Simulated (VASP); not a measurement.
A run of VASP 6.6.1 is set up as follows.

File INCAR:

```
SYSTEM = Zn
  ALGO = Normal
  EDIFF = 1E-6
  EDIFFG = -0.03
  ENCUT = 600
  GGA = PS
  IBRION = 2
  ISIF = 3
  ISMEAR = 1
  LASPH = .True.
  LCHARG = .False.
  LREAL = .False.
  LWAVE = .False.
  NELM = 80
  NSW = 80
  PREC = Accurate
  SIGMA = 0.02
```

File KPOINTS:

```
k-points
0
Gamma
  10 10 5
  0 0 0
```

POSCAR

```
Zn
1.0
    2.6700000000      0.0000000000      0.0000000000
   -1.3350000000      2.3122878300      0.0000000000
    0.0000000000      0.0000000000      4.9660000000
Zn
2
Direct
    0.3333333300      0.6666666700      0.2500000000
    0.6666666700      0.3333333300      0.7500000000
```

Potentials or basis: VASP PAW PBE potentials, release 64 (Zn).

Launch:

```bash
$ cat potpaw_PBE.64/Zn/POTCAR > POTCAR
$ mpirun -np 1 vasp_std > vasp.out
```

Estimate the relaxed volume.

14.28 Å³/atom.

What does it give for the relaxed cell?

a = 2.609 Å, b = 2.609 Å, c = 4.844 Å, α = 90.00°, β = 90.00°, γ = 120.00°.

Final structure:
```
Zn
1.0
     2.60911    0.00000    0.00000
    -1.30455    2.25955    0.00000
     0.00000    0.00000    4.84408
Zn
2
Direct
  0.33333 0.66667 0.25000
  0.66667 0.33333 0.75000
```

Caveat: the PAW data sets were made with another functional, which shifts forces and pressure a little.
